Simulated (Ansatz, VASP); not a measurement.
## Two plane-wave programs on C

Contents of INCAR:

```
PREC = Accurate ; ENCUT = 520
EDIFF = 1E-6 ; ISMEAR = 0
SIGMA = 0.1 ; LREAL = False
LASPH = True ; NELM = 100
ALGO = Normal ; ISIF = 2
LWAVE = False ; LCHARG = True
LDIPOL = True ; IDIPOL = 3
DIPOL = 0.5 0.5 0.359 ; GGA = PE
IVDW = 12 ; LELF = True
LVHAR = True ; LVACPOTAV = True
NBANDS = 16
```

File KPOINTS:

```
regular mesh
0
Gamma
  15 15 1
```

File POSCAR:

```
C
1.0
    2.4656524409      0.0000000000      0.0000000000
   -1.2328262205      2.1353176508      0.0000000000
    0.0000000000      0.0000000000     17.5000663883
C
4
Direct
    0.6666666667      0.3333333333      0.2571437784
    0.3333333333      0.6666666667      0.2571418816
    0.6666666667      0.5000000000      0.4605734749
    1.0000000000      0.1666666667      0.4605715781
```

Input for Ansatz:

```yaml
crystal:
  lattice:
    - [2.4656524409, 0.0, 0.0]
    - [-1.2328262205, 2.1353176508, 0.0]
    - [0.0, 0.0, 17.5000663883]
  atoms:
    - { symbol: C, position: [0.6666666667, 0.3333333333, 0.2571437784] }
    - { symbol: C, position: [0.3333333333, 0.6666666667, 0.2571418816] }
    - { symbol: C, position: [0.6666666667, 0.5, 0.4605734749] }
    - { symbol: C, position: [1.0, 0.1666666667, 0.4605715781] }
basis:
  ecutwfc: 420
kpoints:
  mp_grid: { grid: [15, 15, 1] }
hamiltonian:
  xc: pbe
  pseudopotentials: { kind: paw, azcp: { folder: soft_1 } }
  dispersion: d3bj
scf:
  occupations: { method: gaussian, width: 0.1 }
output:
  forces: true
  eigenvalues: true
  write_density: true
  write_potential: true
  elf: true
  volumetric_format: npy
efield:
  axis: 3
  dipole_correction: true
  ramp_width: 0.04
```

Alike in both runs: task single point; functional PBE; dispersion D3(BJ); k mesh 15 × 15 × 1; occupations gaussian, width 0.1 eV; no spin polarisation.

|  | VASP | Ansatz |
| --- | --- | --- |
| version | VASP 6.6.1 | Ansatz 0.2.0 |
| potentials or method | VASP PAW PBE potentials, release 64 (C), cutoff 520 eV | scalar-relativistic, plane waves, PAW |
| valence electrons in the cell | 16 | 16 |

|  | VASP | Ansatz | Ansatz less VASP |
| --- | --- | --- | --- |
| gap on the k mesh at the Fermi level (eV) | 0.16 | 0.16 | 0.000 |
| least direct gap on the mesh (eV) | 0.16 | 0.16 | 0.000 |
| rms of the force components (eV/Å) | 0.010 | 0.010 | 0.0000 |

Atom by atom the forces differ by 0.000 eV/Å (rms over components). Ansatz's warnings: xc potential rough in thin density.
